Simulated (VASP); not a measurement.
Input of a VASP 6.6.1 run:

Contents of INCAR:

```
PREC = Accurate ; ENCUT = 520
EDIFF = 1E-6 ; ISMEAR = 0
SIGMA = 0.05 ; LREAL = F
LASPH = T ; NELM = 100
ALGO = Normal ; ISIF = 2
LWAVE = F ; LCHARG = F
GGA = PE ; IVDW = 12
NBANDS = 60 ; NELECT = 96.0
```

File KPOINTS:

```
regular mesh
0
Gamma
  6 6 6
```

Contents of POSCAR:

```
W4S7
1.0
    3.1571976361     -5.4684267153      0.0000000000
   -3.1571976361     -5.4684267153      0.0000000000
    0.0000000000     -3.6456178102     -6.0395755976
W S
4 7
Direct
    0.4993440419      0.4993440419      0.0019678744
    0.9993440419      0.4993440419      0.0019678744
    0.4993440419      0.9993440419      0.0019678744
    0.9993440419      0.9993440419      0.0019678744
    0.2527816500      0.2527816500      0.7416550499
    0.7527816500      0.2527816500      0.7416550499
    0.2527816500      0.7527816500      0.7416550499
    0.7527816500      0.7527816500      0.7416550499
    0.5791743081      0.0791743081      0.2624770757
    0.0791743081      0.5791743081      0.2624770757
    0.5791743081      0.5791743081      0.2624770757
```

Potentials or basis: VASP PAW PBE potentials, release 64 (W_sv, S).

Run with:

```sh
$ cat potpaw_PBE.64/W_sv/POTCAR potpaw_PBE.64/S/POTCAR > POTCAR
$ mpirun -np 1 vasp_std > vasp.out
```

**Question.** Estimate the dispersion energy per atom.

**Answer.** -0.405 eV.

**Question.** What does it give for the largest force?

**Answer.** 0.633 eV/Å.

Forces in eV/Å, atoms in the order of the input:
```
W    0.000  0.000 -0.179
W    0.541  0.312  0.102
W   -0.541  0.312  0.102
W    0.000 -0.625  0.102
S    0.000  0.000 -0.361
S    0.467  0.270  0.030
S   -0.467  0.270  0.030
S    0.000 -0.539  0.030
S    0.076  0.044  0.047
S   -0.076  0.044  0.047
S    0.000 -0.087  0.047
```

Caveat: the cell carries a net charge on a neutralising background, which shifts energy and pressure.
